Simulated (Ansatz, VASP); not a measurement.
# Ni: VASP beside Ansatz

The input INCAR:

```
PREC = Accurate ; ENCUT = 520
EDIFF = 1E-6 ; ISMEAR = -1
SIGMA = 0.05 ; LREAL = False
LASPH = True ; NELM = 150
ALGO = Normal ; ISIF = 2
LWAVE = False ; LCHARG = True
ISPIN = 2 ; MAGMOM = -0.58 -0.58
LORBIT = 11 ; LMAXMIX = 4
GGA = B5 ; ALDAX = 1.0
AGGAX = 1.0 ; AGGAC = 1.0
ALDAC = 0.0 ; LELF = True
LVHAR = True ; NBANDS = 21
```

File KPOINTS:

```
regular mesh
0
Gamma
  12 12 12
```

POSCAR

```
Ni
1.0
    2.8401607866      0.0000000000      0.0000000000
    0.0000000000      2.8401607866      0.0000000000
    0.0000000000      0.0000000000      2.8401607866
Ni
2
Direct
    0.0000000000      0.0000000000      0.0000000000
    0.5000000000      0.5000000000      0.5000000000
```

Input for Ansatz:

```yaml
crystal:
  lattice:
    - [2.8401607866, 0.0, 0.0]
    - [0.0, 2.8401607866, 0.0]
    - [0.0, 0.0, 2.8401607866]
  atoms:
    - { symbol: Ni, position: [0.0, 0.0, 0.0], spin: -0.58 }
    - { symbol: Ni, position: [0.5, 0.5, 0.5], spin: -0.58 }
hamiltonian:
  xc: blyp
  pseudopotentials:
    kind: paw
    azcp:
      Ni: "pseudopotentials/Ni.paw.azcp"
basis:
  ecutwfc: 420
  fft_grid_basis: typed
kpoints:
  mp_grid: { grid: [12, 12, 12], shift: [0, 0, 0] }
magnetization:
  spin_polarized: true
scf:
  occupations: { method: fermi_dirac, width: 0.05 }
  lower_state_search: "off"
output:
  stress: true
```

Alike in both runs: task single point; functional BLYP; k mesh 12 × 12 × 12; occupations fermi-dirac, width 0.05 eV; collinear spin.

|  | VASP | Ansatz |
| --- | --- | --- |
| version | VASP 6.6.1 | Ansatz 0.2.0 |
| potentials or method | VASP PAW PBE potentials, release 64 (Ni), cutoff 520 eV | plane waves (420 eV) with PAW, scalar-relativistic |
| valence electrons in the cell | 20 | 36 |

VASP gave:

| Item | Value |
| --- | --- |
| pressure (GPa) | 1.3 |
| net moment per atom (μB) | 0.53 |
| size of the moment on the site where the two differ most (μB) | 0.53 |

Task: Which values does Ansatz return?

Result: Pressure (GPa): 1.3; net moment per atom (μB): 0.53; size of the moment on the site where the two differ most (μB): 0.56.

VASP's potentials were made for PBE, not for BLYP. Site moments also hang on the region over which each program counts them. VASP's potentials hold 20 valence electrons a cell and Ansatz's 36, so a difference there can come from the potentials and not from the codes.
